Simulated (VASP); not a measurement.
Write the native input for VASP 6.6.1 that does the following.

```
Task                   : single point
Functional             : r2SCAN
Potentials or basis    : VASP PAW PBE potentials, release 64 (K_sv, Ta_pv, O)
Cutoff                 : 520 eV
k mesh                 : 8 × 8 × 8
Occupations            : gaussian, width 0.02 eV
Spin                   : no spin polarisation
Dipole correction      : no
Further INCAR settings : ALGO = Normal; EDIFF = 1e-07; NBANDS = 27
```

The system is KTaO3.

```
K Ta O
1.0
     4.02454    0.00000    0.00000
     0.00000    4.02454    0.00000
     0.00000    0.00000    4.02454
K Ta O
1 1 3
Direct
  0.50000 0.50000 0.50000
  0.00000 0.00000 0.00000
  0.50000 0.00000 0.00000
  0.00000 0.50000 0.00000
  0.00000 0.00000 0.50000
```

One way to write it, as run:

POSCAR

```
KTaO3
1.0
    4.0245444164      0.0000000000      0.0000000000
    0.0000000000      4.0245444164      0.0000000000
    0.0000000000      0.0000000000      4.0245444164
K Ta O
1 1 3
Direct
    0.5000000000      0.5000000000      0.5000000000
    0.0000000000      0.0000000000      0.0000000000
    0.5000000000      0.0000000000      0.0000000000
    0.0000000000      0.5000000000      0.0000000000
    0.0000000000      0.0000000000      0.5000000000
```

INCAR.step1

```
ALGO = Normal
EDIFF = 1E-4
ENCUT = 520
GGA = PE
ISMEAR = 0
LASPH = T
LCHARG = F
LREAL = F
LWAVE = T
NBANDS = 27
NELM = 80
PREC = Accurate
SIGMA = 0.02
```

INCAR.step2

```
ALGO = Normal
EDIFF = 1E-7
ENCUT = 520
ISIF = 2
ISMEAR = 0
ISTART = 1
LASPH = T
LCHARG = T
LELF = T
LMIXTAU = T
LREAL = F
LVHAR = T
LWAVE = F
METAGGA = R2SCAN
NBANDS = 27
NELM = 80
PREC = Accurate
SIGMA = 0.02
```

KPOINTS

```
k-points
0
Gamma
  8 8 8
```

Potentials or basis: VASP PAW PBE potentials, release 64 (K_sv, Ta_pv, O).

Command:

```console
$ cat potpaw_PBE.64/K_sv/POTCAR potpaw_PBE.64/Ta_pv/POTCAR potpaw_PBE.64/O/POTCAR > POTCAR
$ cp INCAR.step1 INCAR
$ mpirun -np 1 vasp_std > vasp.out
$ cp INCAR.step2 INCAR
$ mpirun -np 1 vasp_std > vasp.out
```

Results of the run:

| Item | Value |
| --- | --- |
| Pressure | -4.3 GPa |
| Band gap on the k mesh | 2.53 eV, indirect (least direct gap 3.19 eV) |

Caveat: the PAW data sets were made with another functional, which shifts forces and pressure a little; spin-orbit coupling is left out, which moves the levels of the heavy elements.

Wall time 2.7 min on 1 thread of Intel(R) Xeon(R) Platinum 8488C (Sapphire Rapids), with other jobs on the host, peak memory 0.21 GiB.
